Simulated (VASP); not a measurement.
Write the native input for VASP 6.6.1 that does the following.

| Property | Result |
| --- | --- |
| Task | single point |
| Functional | PBEsol |
| Potentials or basis | VASP PAW PBE potentials, release 64 (Mg) |
| Cutoff | 520 eV |
| k mesh | 11 × 11 × 11 |
| Occupations | gaussian, width 0.1 eV |
| Spin | no spin polarisation |
| Dipole correction | no |
| Further INCAR settings | ALGO = Normal; EDIFF = 1e-06; NBANDS = 7 |

The structure of Mg lies in POSCAR:

```
Mg
1.0
   -1.5125263154      1.5125263154      1.5125263154
    1.5125263154     -1.5125263154      1.5125263154
    1.5125263154      1.5125263154     -1.5125263154
Mg
1
Direct
    0.0000000000      0.0000000000      0.0000000000
```

These files were run (other wordings do the same):

INCAR

```
SYSTEM = Mg
PREC = Accurate ; ENCUT = 520
EDIFF = 1E-6 ; ISMEAR = 0
SIGMA = 0.1 ; LREAL = .False.
LASPH = .True. ; NELM = 60
ALGO = Normal ; ISIF = 2
LWAVE = .False. ; LCHARG = .False.
GGA = PS ; NBANDS = 7
```

KPOINTS

```
Automatic mesh
0
Gamma
  11 11 11
  0 0 0
```

Potentials or basis: VASP PAW PBE potentials, release 64 (Mg).

Command:

```console
$ cat potpaw_PBE.64/Mg/POTCAR > POTCAR
$ mpirun -np 1 vasp_std > vasp.out
```

It gave:

```json
{"Pressure": "46.5 GPa", "Band gap on the k mesh": "zero (band 1 reaches 8.49 eV, above the bottom of band 2 at 5.17 eV)"}
```

Caveat: the PAW data sets were made with another functional, which shifts forces and pressure a little.

Run time: 2.9 s on 1 thread of Intel Xeon 6975P-C, with other jobs on the host, peak memory 0.12 GiB.
